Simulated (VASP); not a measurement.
Input of a VASP 6.6.1 run:

The input INCAR:

```
ALGO = Normal
EDIFF = 1E-6
ENCUT = 520
GGA = PS
ISIF = 2
ISMEAR = -1
LASPH = T
LCHARG = F
LREAL = F
LWAVE = F
NBANDS = 14
NELM = 60
PREC = Accurate
SIGMA = 0.05
```

Contents of KPOINTS:

```
k-points
0
Gamma
  10 10 10
```

The input POSCAR:

```
ZrH2
1.0
    0.0000000000      2.4409289647      2.4409289647
    2.4409289647      0.0000000000      2.4409289647
    2.4409289647      2.4409289647      0.0000000000
Zr H
1 2
Direct
    0.0000000000      0.0000000000      0.0000000000
    0.2500000000      0.2500000000      0.2500000000
    0.7500000000      0.7500000000      0.7500000000
```

Potentials or basis: VASP PAW PBE potentials, release 64 (Zr_sv, H).

Run with:

```sh
$ cat potpaw_PBE.64/Zr_sv/POTCAR potpaw_PBE.64/H/POTCAR > POTCAR
$ mpirun -np 1 vasp_std > vasp.out
```

Estimate the band gap on the k mesh.

zero (band 7 reaches 8.32 eV, above the bottom of band 8 at 7.55 eV).

Predict the pressure.

-9.1 GPa.

Caveat: the PAW data sets were made with another functional, which shifts forces and pressure a little.
